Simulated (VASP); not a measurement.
Set up this calculation in VASP 6.6.1, as the native input.

```
Task                   : single point
Functional             : PBE
Potentials or basis    : VASP PAW PBE potentials, release 64 (Si, N)
Cutoff                 : 520 eV
k mesh                 : 6 × 6 × 8
Occupations            : gaussian, width 0.02 eV
Spin                   : no spin polarisation
Dipole correction      : no
Further INCAR settings : ALGO = Normal; EDIFF = 1e-07; NBANDS = 45
```

The structure of Si3N4 lies in POSCAR:

```
Si3N4
1.0
    7.8195094735      0.0000000000      0.0000000000
   -3.9097547367      6.7718938492      0.0000000000
    0.0000000000      0.0000000000      2.9795702265
Si N
6 8
Direct
    0.7716851186      0.1776954527      0.2500000000
    0.5939896659      0.7716851186      0.7500000000
    0.8223045473      0.5939896659      0.2500000000
    0.2283148814      0.8223045473      0.7500000000
    0.4060103341      0.2283148814      0.2500000000
    0.1776954527      0.4060103341      0.7500000000
    0.0334469702      0.3306487369      0.2500000000
    0.7027982333      0.0334469702      0.7500000000
    0.6693512631      0.7027982333      0.2500000000
    0.9665530298      0.6693512631      0.7500000000
    0.2972017667      0.9665530298      0.2500000000
    0.3306487369      0.2972017667      0.7500000000
    0.6666666667      0.3333333333      0.2500000000
    0.3333333333      0.6666666667      0.7500000000
```

These files were run (other wordings do the same):

INCAR

```
  PREC = Accurate
  ENCUT = 520
  EDIFF = 1E-7
  ISMEAR = 0
  SIGMA = 0.02
  LREAL = F
  LASPH = T
  NELM = 60
  ALGO = Normal
  ISIF = 2
  LWAVE = F
  LCHARG = F
  GGA = PE
  NBANDS = 45
```

KPOINTS

```
Automatic mesh
0
Gamma
  6 6 8
```

Potentials or basis: VASP PAW PBE potentials, release 64 (Si, N).

The run is started by

```sh
$ cat potpaw_PBE.64/Si/POTCAR potpaw_PBE.64/N/POTCAR > POTCAR
$ mpirun -np 1 vasp_std > vasp.out
```

It gave:

```json
{"Pressure": "-12.4 GPa", "Largest force": "0.009 eV/Å", "Band gap on the k mesh": "4.04 eV (least direct gap 4.20 eV)"}
```

Caveat: the cell stands under tension.

It took 9.3 min on 1 thread of Oxide Virtual Turin-like Processor (shared host), peak memory 0.36 GiB.
